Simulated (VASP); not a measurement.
Input of a VASP 6.6.1 run:

The input INCAR:

```
SYSTEM = WS2
PREC = Accurate
ENCUT = 500
EDIFF = 1E-6
ISMEAR = 0
SIGMA = 0.01
LREAL = .False.
LASPH = .True.
NELM = 120
ALGO = Normal
ISIF = 2
LWAVE = .False.
LCHARG = .True.
LELF = .True.
LVHAR = .True.
NBANDS = 20
GGA_COMPAT = .False.
```

Contents of KPOINTS:

```
Automatic mesh
0
Gamma
  4 4 4
  0 0 0
```

The input POSCAR:

```
WS2
1.0
    1.5858867090      0.9156121184      6.2374759783
   -1.5858867090      0.9156121184      6.2374759783
    0.0000000000     -1.8312242367      6.2374759783
W S
1 2
Direct
    0.0006662242      0.0006662242      0.0006662242
    0.2505579538      0.2505579538      0.2505579538
    0.4174758221      0.4174758221      0.4174758221
```

Potentials or basis: VASP PAW LDA potentials, release 64 (W_sv, S).

Run with:

```console
$ cat potpaw_LDA.64/W_sv/POTCAR potpaw_LDA.64/S/POTCAR > POTCAR
$ mpirun -np 1 vasp_std > vasp.out
```

Question: Predict the largest force.

Answer: 0.310 eV/Å.

Question: What does it give for the band gap on the k mesh?

Answer: 1.34 eV, indirect (least direct gap 2.28 eV).

Question: What does it give for the pressure?

Answer: -4.8 GPa.

Forces on the atoms (eV/Å):
```
W    0.000  0.000 -0.004
S    0.000  0.000  0.310
S    0.000  0.000 -0.306
```

Caveat: the k points lie up to 0.58 Å⁻¹ apart; spin-orbit coupling is left out, which moves the levels of the heavy elements. A k mesh can miss the band edges.
